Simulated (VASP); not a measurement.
A run of VASP 6.6.1 is set up as follows.

POSCAR

```
CsH
1.0
    0.0000000000      3.1880000000      3.1880000000
    3.1880000000      0.0000000000      3.1880000000
    3.1880000000      3.1880000000      0.0000000000
Cs H
1 1
Direct
    0.0490119197      0.0490119197     -0.0490119197
    0.5000000000      0.5000000000      0.5000000000
```

The input INCAR.step1:

```
SYSTEM = CsH
ALGO = Normal ; EDIFF = 1E-4
ENCUT = 520 ; GGA = PE
ISMEAR = 0 ; LASPH = .TRUE.
LCHARG = .FALSE. ; LREAL = .FALSE.
LWAVE = .TRUE. ; NBANDS = 12
NELM = 100 ; PREC = Accurate
SIGMA = 0.05
```

Contents of INCAR.step2:

```
SYSTEM = CsH
ALGO = Normal ; EDIFF = 1E-6
ENCUT = 520 ; ISIF = 2
ISMEAR = 0 ; ISTART = 1
LASPH = .TRUE. ; LCHARG = .TRUE.
LELF = .TRUE. ; LMIXTAU = .TRUE.
LREAL = .FALSE. ; LVHAR = .TRUE.
LWAVE = .FALSE. ; METAGGA = R2SCAN
NBANDS = 12 ; NELM = 100
PREC = Accurate ; SIGMA = 0.05
```

The input KPOINTS:

```
k-points
0
G
  6 6 6
  0 0 0
```

Potentials or basis: VASP PAW PBE potentials, release 64 (Cs_sv, H).

Run with:

```console
$ cat potpaw_PBE.64/Cs_sv/POTCAR potpaw_PBE.64/H/POTCAR > POTCAR
$ cp INCAR.step1 INCAR
$ mpirun -np 1 vasp_std > vasp.out
$ cp INCAR.step2 INCAR
$ mpirun -np 1 vasp_std > vasp.out
```

(1) Predict the band gap on the k mesh.

(2) Estimate the pressure.

## Answers

(1) 2.74 eV, direct.

(2) 0.3 GPa.

Caveat: the cell differs from its parent crystal (all Cs atoms moved +0.312 Å, as atom 1 along Cartesian [0 0 1]); the PAW data sets were made with another functional, which shifts forces and pressure a little; spin-orbit coupling is left out, which moves the levels of the heavy elements.
